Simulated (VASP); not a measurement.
**SrCl2: relaxation of cell and atoms with PBEsol**

SrCl2:

```xyz
3
Lattice="0.0000 3.4884 3.4884 3.4884 0.0000 3.4884 3.4884 3.4884 0.0000" Properties=species:S:1:pos:R:3 pbc="T T T"
Sr    0.0000    0.0000    0.0000
Cl    1.7442    1.7442    1.7442
Cl    5.2325    5.2325    5.2325
```

```json
{
  "Program": "VASP 6.6.1",
  "Task": "relaxation of cell and atoms",
  "Functional": "PBEsol",
  "Potentials or basis": "VASP PAW PBE potentials, release 64 (Sr_sv, Cl)",
  "Cutoff": "500 eV",
  "k mesh": "6 × 6 × 6",
  "Occupations": "gaussian, width 0.01 eV",
  "Spin": "no spin polarisation",
  "Dipole correction": "no",
  "Further INCAR settings": "ALGO = Normal; EDIFF = 1e-07; IBRION = 2; EDIFFG = -0.01; NSW = 60; ISIF = 3"
}
```

- Relaxed volume: 27.57 Å³/atom
- Relaxed cell: a = 4.890 Å, b = 4.890 Å, c = 4.890 Å, α = 60.00°, β = 60.00°, γ = 60.00°
- Space group after relaxing (to 0.1 Å): Fm-3m (No. 225)
- Energy gained by relaxing: 2.2 meV/atom
- Ionic steps: 3
- Pressure after relaxing: 0.0 GPa
- Band gap on the k mesh: 5.23 eV (least direct gap 5.34 eV)

Step by step:
```csv
step,energy change (eV),largest force (eV/Å),pressure (GPa),volume (Å³)
1,0.0000,0.0000,-0.95,84.90
2,-0.0066,0.0000,-0.07,82.85
3,-0.0067,0.0000,0.00,82.71
```

Final structure:
```yaml
crystal:
  lattice:
    - [0.00000, 3.45808, 3.45808]
    - [3.45808, 0.00000, 3.45808]
    - [3.45808, 3.45808, 0.00000]
  atoms:
    - { symbol: Sr, position: [0.00000, 0.00000, 0.00000] }
    - { symbol: Cl, position: [0.25000, 0.25000, 0.25000] }
    - { symbol: Cl, position: [0.75000, 0.75000, 0.75000] }
```

Levels at points of the mesh, in eV from the valence-band top:
```tsv
k point	band 10	band 11	band 12	band 13	band 14	band 15
(0.00, 0.00, 0.00)	-0.35	-0.35	-0.35	5.23	5.96	5.96
(0.50, 0.00, 0.00)	-1.40	-1.11	-1.11	6.62	6.62	7.50
(0.50, 0.50, 0.00)	-0.43	-0.43	0.00	5.34	6.99	7.58
```

It took 60 s on 1 thread of Intel Xeon 8259CL (shared host), peak memory 0.22 GiB.

Caveat: the PAW data sets were made with another functional, which shifts forces and pressure a little. A k mesh can miss the band edges.
